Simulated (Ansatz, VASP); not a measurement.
# Ag in VASP and in Ansatz

INCAR

```
ALGO = Fast
EDIFF = 1E-7
ENCUT = 520
GGA = PE
ISIF = 2
ISMEAR = 0
LASPH = T
LCHARG = F
LREAL = F
LWAVE = F
NBANDS = 12
NELM = 60
PREC = Accurate
SIGMA = 0.15
```

File KPOINTS:

```
k-points
0
Gamma
  10 10 10
```

Contents of POSCAR:

```
Ag
1.0
    0.0000000000      2.0124535000      1.9818070000
    2.0124535000      0.0000000000      1.9818070000
    2.0124535000      2.0124535000      0.0000000000
Ag
1
Direct
    0.0000000000      0.0000000000      0.0000000000
```

Input for Ansatz:

```yaml
crystal:
  lattice:
    - [0.0, 2.0124535, 1.981807]
    - [2.0124535, 0.0, 1.981807]
    - [2.0124535, 2.0124535, 0.0]
  atoms:
    - { symbol: Ag, position: [0.0, 0.0, 0.0] }
basis:
  ecutwfc: 420
kpoints:
  mp_grid: { grid: [10, 10, 10] }
hamiltonian:
  xc: pbe
scf:
  occupations: { method: gaussian, width: 0.15 }
output:
  forces: true
  stress: true
  eigenvalues: true
```

Change from the starting cell: strain -0.015 along x and y, -0.030 along z, atoms carried along.

Alike in both runs: task single point; functional PBE; k mesh 10 × 10 × 10; occupations gaussian, width 0.15 eV; no spin polarisation.

```csv
,VASP,Ansatz
version,VASP 6.6.1,Ansatz 0.2.0
potentials or method,"VASP PAW PBE potentials, release 64 (Ag), cutoff 520 eV","scalar-relativistic, plane waves, PAW"
valence electrons in the cell,11,19
```

|  | VASP | Ansatz | Ansatz less VASP |
| --- | --- | --- | --- |
| gap on the k mesh at the Fermi level (eV) | none | none | - |
| pressure (GPa) | 13.2 | 13.4 | +0.22 |
| traceless stress, the component that is largest in VASP (GPa) | 0.48 | 0.49 | +0.009 |

A gap of «none» marks a metal or a gap that the smearing closes. VASP's potentials hold 11 valence electrons a cell and Ansatz's 19, so a difference there can come from the potentials and not from the codes.
